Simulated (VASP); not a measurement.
# Ga2SnO4 (I-42m) in VASP: single point with PBE

Aim: the single point of Ga2SnO4 with PBE.

All numbers are computed with VASP 6.6.1; they aren't measurements. Logs are shortened: lines on timing, memory, paths and dates and some standing lists are left out, and cuts for length are marked.

## (1) The cell of the first run

It takes space group I-42m (No. 121, tetragonal). The conventional cell has a = 4.443 Å, b = 4.443 Å, c = 11.262 Å, α = 90.00°, β = 90.00°, γ = 90.00°. Within 2.5 Å of Ga (site symmetry -4) lie 4 O at 1.89 Å. Within 3.1 Å of Sn (site symmetry -42m) lie 4 O at 2.34 Å. O (site symmetry m) has 2 Ga at 1.89 Å and 1 Sn at 2.34 Å within 2.5 Å.

## (2) Single point, PBE

Input file INCAR:

```
SYSTEM = Ga2SnO4
PREC = Accurate
ENCUT = 520
EDIFF = 1E-7
ISMEAR = 0
SIGMA = 0.15
LREAL = .False.
LASPH = .True.
NELM = 60
ALGO = Normal
ISIF = 2
LWAVE = .False.
LCHARG = .False.
GGA = PE
NBANDS = 41
```

Input file KPOINTS:

```
regular mesh
0
Gamma
  4 4 4
  0 0 0
```

Input file POSCAR:

```
Ga2SnO4
1.0
   -2.2216621750      2.2216621750      5.6308955830
    2.2216621750     -2.2216621750      5.6308955830
    2.2216621750      2.2216621750     -5.6308955830
Ga Sn O
2 1 4
Direct
    0.2500000000      0.7500000000      0.5000000000
    0.7500000000      0.2500000000      0.5000000000
    0.5000000000      0.5000000000      0.0000000000
    0.5881487243      0.0980785887      0.0000000000
    0.4118512757      0.4118512757      0.5099298644
    0.9019214113      0.9019214113      0.4900701356
    0.0980785887      0.5881487243      0.0000000000
```

Potentials or basis: VASP PAW PBE potentials, release 64 (Ga_d, Sn_d, O).

The run is started by

```console
> cat potpaw_PBE.64/Ga_d/POTCAR potpaw_PBE.64/Sn_d/POTCAR potpaw_PBE.64/O/POTCAR > POTCAR
> mpirun -np 1 vasp_std > vasp.out
```

OUTCAR:

```text
SYSTEM = Ga2SnO4
   PREC = Accurate
   ENCUT = 520
   EDIFF = 1E-7
   ISMEAR = 0
   LREAL = .False.
   LASPH = .True.
   NELM = 60
   ISIF = 2
   GGA = PE

 ion  position               nearest neighbor table
   1  0.250  0.750  0.500-   7 1.89   5 1.89   6 1.89   4 1.89
   2  0.750  0.250  0.500-   4 1.89   6 1.89   7 1.89   5 1.89
   3  0.500  0.500  0.000-   4 2.34   6 2.34   7 2.34   5 2.34
   4  0.588  0.098  0.000-   2 1.89   1 1.89   3 2.34
   5  0.412  0.412  0.510-   1 1.89   2 1.89   3 2.34
   6  0.902  0.902  0.490-   1 1.89   2 1.89   3 2.34
   7  0.098  0.588  0.000-   1 1.89   2 1.89   3 2.34

  LATTYP: Found a body centered tetragonal cell.
 ALAT       =     4.4433243500
 C/A-ratio  =     2.5345417707

  Lattice vectors:

 A1 = (  -2.2216621750,   2.2216621750,   5.6308955830)
 A2 = (   2.2216621750,  -2.2216621750,   5.6308955830)
 A3 = (   2.2216621750,   2.2216621750,  -5.6308955830)

Analysis of symmetry for initial positions (statically):
=====================================================================
 Subroutine PRICEL returns:
 Original cell was already a primitive cell.

 Routine SETGRP: Setting up the symmetry group for a
 body centered tetragonal supercell.

 Subroutine GETGRP returns: Found  8 space group operations
 (whereof  8 operations were pure point group operations)
 out of a pool of 16 trial point group operations.

The static configuration has the point symmetry D_2d.

Analysis of symmetry for dynamics (positions and initial velocities):
=====================================================================
 Subroutine PRICEL returns:
 Original cell was already a primitive cell.

 Routine SETGRP: Setting up the symmetry group for a
 body centered tetragonal supercell.

 Subroutine GETGRP returns: Found  8 space group operations
 (whereof  8 operations were pure point group operations)
 out of a pool of 16 trial point group operations.

The dynamic configuration has the point symmetry D_2d.

 Subroutine INISYM returns: Found  8 space group operations
 (whereof  8 operations are pure point group operations),
 and found     1 'primitive' translations

----------------------------------------------------------------------------------------

                                     Primitive cell

  volume of cell :     111.1715

  direct lattice vectors                    reciprocal lattice vectors
    -2.221662175  2.221662175  5.630895583     0.000000000  0.225056719  0.088795822
     2.221662175 -2.221662175  5.630895583     0.225056719  0.000000000  0.088795822
     2.221662175  2.221662175 -5.630895583     0.225056719  0.225056719  0.000000000

  length of vectors
     6.448143198  6.448143198  6.448143198     0.241940540  0.241940540  0.318278264

  position of ions in fractional coordinates (direct lattice)
     0.250000000  0.750000000  0.500000000
     0.750000000  0.250000000  0.500000000
     0.500000000  0.500000000  0.000000000
     0.588148724  0.098078589  0.000000000
     0.411851276  0.411851276  0.509929864
     0.901921411  0.901921411  0.490070136
     0.098078589  0.588148724  0.000000000

  ion indices of the primitive-cell ions
   primitive index   ion index
                 1           1
                 2           2
                 3           3
                 4           4
                 5           5
                 6           6
                 7           7

----------------------------------------------------------------------------------------

 KPOINTS: regular mesh

Automatic generation of k-mesh.
 Grid dimensions read from file:
 generate k-points for:    4    4    4

 Generating k-lattice:

  Cartesian coordinates                     Fractional coordinates (reciprocal lattice)
     0.000000000  0.056264180  0.022198955     0.250000000 -0.000000000  0.000000000
     0.056264180  0.000000000  0.022198955    -0.000000000  0.250000000  0.000000000
     0.056264180  0.056264180  0.000000000     0.000000000  0.000000000  0.250000000

  Length of vectors
     0.060485135  0.060485135  0.079569566

  Shift w.r.t. Gamma in fractional coordinates (k-lattice)
     0.000000000  0.000000000  0.000000000

 Subroutine IBZKPT returns following result:
 ===========================================

 Found     13 irreducible k-points:

 Following reciprocal coordinates:
            Coordinates               Weight
  0.000000  0.000000  0.000000      1.000000
  0.250000  0.000000  0.000000      8.000000
  0.500000  0.000000  0.000000      4.000000
  0.250000  0.250000  0.000000      8.000000
  0.500000  0.250000  0.000000     16.000000
 -0.250000  0.250000  0.000000      4.000000
  0.500000  0.500000  0.000000      2.000000
  0.250000  0.250000  0.250000      2.000000
 -0.250000  0.250000  0.250000      4.000000
  0.500000  0.500000  0.250000      4.000000
 -0.250000  0.500000  0.250000      8.000000
 -0.250000 -0.250000  0.250000      2.000000
  0.500000  0.500000  0.500000      1.000000
   k-points           NKPTS =     13   k-points in BZ     NKDIM =     13   number of bands    NBANDS=     41
   number of dos      NEDOS =    301   number of ions     NIONS =      7
   total plane-waves  NPLWV = 110592
   dimension x,y,z NGX =    48 NGY =   48 NGZ =   48
   dimension x,y,z NGXF=    96 NGYF=   96 NGZF=   96
   ions per type =               2   1   4
   NGX,Y,Z   is equivalent  to a cutoff of  12.38, 12.38, 12.38 a.u.
   NGXF,Y,Z  is equivalent  to a cutoff of  24.75, 24.75, 24.75 a.u.
 SYSTEM =  Ga2SnO4
   PREC   = accura    normal or accurate (medium, high low for compatibility)
   ISTART =      0    job   : 0-new  1-cont  2-samecut
   ICHARG =      2    charge: 1-file 2-atom 10-const
   ISPIN  =      1    spin polarized calculation?
   LNONCOLLINEAR =      F non collinear calculations
   LSORBIT =      F    spin-orbit coupling
   LASPH  =      T    aspherical Exc in radial PAW
   ENCUT  =  520.0 eV  38.22 Ry    6.18 a.u.  11.99 11.99 11.99*2*pi/ulx,y,z
   NELM   =     60;   NELMIN=  2; NELMDL= -5     # of ELM steps
   EDIFF  = 0.1E-06   stopping-criterion for ELM
   LREAL  =      F    real-space projection
   EDIFFG = 0.1E-05   stopping-criterion for IOM
   NSW    =      0    number of steps for IOM
   IBRION =     -1    ionic relax: 0-MD 1-quasi-New 2-CG
   NFREE  =      0    steps in history (QN), initial steepest desc. (CG)
   ISIF   =      2    stress and relaxation
   ISYM   =      2    0-nonsym 1-usesym 2-fastsym
   POTIM  = 0.5000    time-step for ionic-motion
   TEBEG  =    0.0;   TEEND  =   0.0 temperature during run
   PSTRESS=    0.0 pullay stress
   NELECT =      64.0000    total number of electrons
   NUPDOWN=      -1.0000    fix difference up-down
   EMIN   =  10.00;   EMAX   =-10.00  energy-range for DOS
   EFERMI =   0.00;   METHOD = LEGACY
   ISMEAR =     0;   SIGMA  =   0.15  broadening in eV -4-tet -1-fermi 0-gaus
   EFERMI_NEDOS =   21; number of points for ismear=-14 and -15
   IALGO  =     38    algorithm
   IMIX   =      4    mixing-type and parameters
     AMIX     =   0.40;   BMIX     =  1.00
     AMIX_MAG =   1.60;   BMIX_MAG =  1.00
  volume/ion in A,a.u.               =      15.88       107.17
  Fermi-wavevector in a.u.,A,eV,Ry     =   1.361874  2.573569 25.234743  1.854701
  Thomas-Fermi vector in A             =   2.488413
   LORBIT       =      0    0 simple, 1 ext, 2 COOP (PROOUT), +10 PAW based schemes
   GGA     = PE    functional components
   LHFCALC =     F    Hartree Fock is set to
   AEXX    =    0.0000 exact exchange contribution
   IVDW    =     0    specifies the selected vdW correction
   LEPSILON=     F    determine dielectric tensor
   LRPA    =     F    only Hartree local field effects (RPA)
 non-spin polarized calculation
 Gauss-broadening in eV      SIGMA  =   0.15
  energy-cutoff  :      520.00
  volume of cell :      111.17
 maximum number of plane-waves:      3020
   NGX = 23   NGY = 23   NGZ = 23

 number of electron      64.0000008 magnetization

 Free energy of the ion-electron system (eV)
  ---------------------------------------------------
  ext. energy  EPLUGINS =         0.00000000
  ---------------------------------------------------
  free energy    TOTEN  =       -39.95755753 eV

  energy without entropy =      -39.95755753  energy(sigma->0) =      -39.95755753

 E-fermi :   4.1381     XC(G=0):  -9.6091

 val. band max:        3.4864930775   @ k =   0.5000   0.5000   0.5000
 cond. band min:       4.9145424106   @ k =   0.5000   0.5000   0.5000
 fundamental gap:      1.4280493330
 Fermi energy:         4.1380714006

 k-point     1 :       0.0000    0.0000    0.0000
  band No.  band energies     occupation
      1     -17.6562      2.00000
      2     -17.6513      2.00000
      3     -17.5996      2.00000
      4     -17.5996      2.00000
      5     -17.5291      2.00000
      6     -15.5065      2.00000
[... 33 lines left out ...]
     40      11.3832      0.00000
     41      11.5402      0.00000

 k-point     2 :       0.2500    0.0000    0.0000
  band No.  band energies     occupation
      1     -17.6578      2.00000
      2     -17.6486      2.00000
      3     -17.6041      2.00000
      4     -17.6002      2.00000
      5     -17.5253      2.00000
      6     -15.3632      2.00000
[... 33 lines left out ...]
     40      11.4336      0.00000
     41      11.8133      0.00000

 k-point     3 :       0.5000    0.0000    0.0000
  band No.  band energies     occupation
      1     -17.6594      2.00000
      2     -17.6459      2.00000
      3     -17.6090      2.00000
      4     -17.6005      2.00000
      5     -17.5217      2.00000
      6     -15.0442      2.00000
[... 391 lines left out ...]
      2     -17.6514      2.00000
      3     -17.5992      2.00000
      4     -17.5992      2.00000
      5     -17.5248      2.00000
      6     -15.4787      2.00000
[... 33 lines left out ...]
     40      11.1104      0.00000
     41      11.6093      0.00000

 k-point    13 :       0.5000    0.5000    0.5000
  band No.  band energies     occupation
      1     -17.6592      2.00000
      2     -17.6515      2.00000
      3     -17.5988      2.00000
      4     -17.5988      2.00000
      5     -17.5207      2.00000
      6     -15.4475      2.00000
[... 33 lines left out ...]
     40      11.5225      0.00000
     41      11.6231      0.00000

------------------------ aborting loop because EDIFF is reached ----------------------------------------

  FORCE on cell =-STRESS in cart. coord.  units (eV):
  Direction    XX          YY          ZZ          XY          YZ          ZX
  --------------------------------------------------------------------------------------
  -------------------------------------------------------------------------------------
  Total        0.1313167      0.1313167      0.5824511      0.0000000      0.0000000      0.0000000
  in kB        1.8925047      1.8925047      8.3941467      0.0000000      0.0000000      0.0000000
  external PRESSURE =       4.0597187 kB  Pullay stress =       0.0000000 kB

 VOLUME and BASIS-vectors are now :
 -----------------------------------------------------------------------------
  energy-cutoff  :      520.00
  volume of cell :      111.17
      direct lattice vectors                 reciprocal lattice vectors
    -2.221662175  2.221662175  5.630895583     0.000000000  0.225056719  0.088795822
     2.221662175 -2.221662175  5.630895583     0.225056719  0.000000000  0.088795822
     2.221662175  2.221662175 -5.630895583     0.225056719  0.225056719  0.000000000

 POSITION                                       TOTAL-FORCE (eV/Angst)
 -----------------------------------------------------------------------------------
      2.22166      0.00000      2.81545         0.000000     -0.000000      0.000000
      0.00000      2.22166      2.81545         0.000000     -0.000000      0.000000
      0.00000      0.00000      5.63090         0.000000     -0.000000      0.000000
     -1.08877      1.08877      3.86407         0.002393     -0.002393      0.044340
      1.13289      1.13289      1.76682         0.002393      0.002393     -0.044340
      1.08877      1.08877      7.39772        -0.002393     -0.002393     -0.044340
      1.08877     -1.08877      3.86407        -0.002393      0.002393      0.044340
 -----------------------------------------------------------------------------------
    total drift:                               -0.000004     -0.000004      0.000004

  FREE ENERGIE OF THE ION-ELECTRON SYSTEM (eV)
  ---------------------------------------------------
  free  energy   TOTEN  =       -39.9575575338 eV

  energy  without entropy=      -39.9575575338  energy(sigma->0) =      -39.95755753
```

It took 81 s on 1 thread of Intel Xeon Platinum 8488C (Sapphire Rapids), shared host; peak memory 0.34 GiB.

What came out:

```
Free energy            : -39.9576 eV
Pressure               : 0.4 GPa
Largest force          : 0.044 eV/Å
Band gap on the k mesh : 1.43 eV, direct
```

Forces in eV/Å, atoms in the order of the input:
```
Ga   0.000  0.000  0.000
Ga   0.000  0.000  0.000
Sn   0.000  0.000  0.000
O    0.002 -0.002  0.044
O    0.002  0.002 -0.044
O   -0.002 -0.002 -0.044
O   -0.002  0.002  0.044
```

Levels at points of the mesh, in eV from the valence-band top:
```
           k point  band 29  band 30  band 31  band 32  band 33  band 34  band 35  band 36
(0.00, 0.00, 0.00)    -2.53    -1.73    -1.65    -1.65     3.53     3.65     3.94     3.94
(0.50, 0.00, 0.00)    -2.42    -2.08    -2.05    -0.35     2.06     3.91     4.48     4.83
(0.50, 0.50, 0.00)    -2.71    -1.57    -1.57    -0.34     1.83     2.67     4.76     5.24
(0.50, 0.50, 0.50)    -2.84    -1.74    -1.74     0.00     1.43     2.83     2.83     4.70
```

Caveat: the k points lie up to 0.50 Å⁻¹ apart; spin-orbit coupling is left out, which moves the levels of the heavy elements.
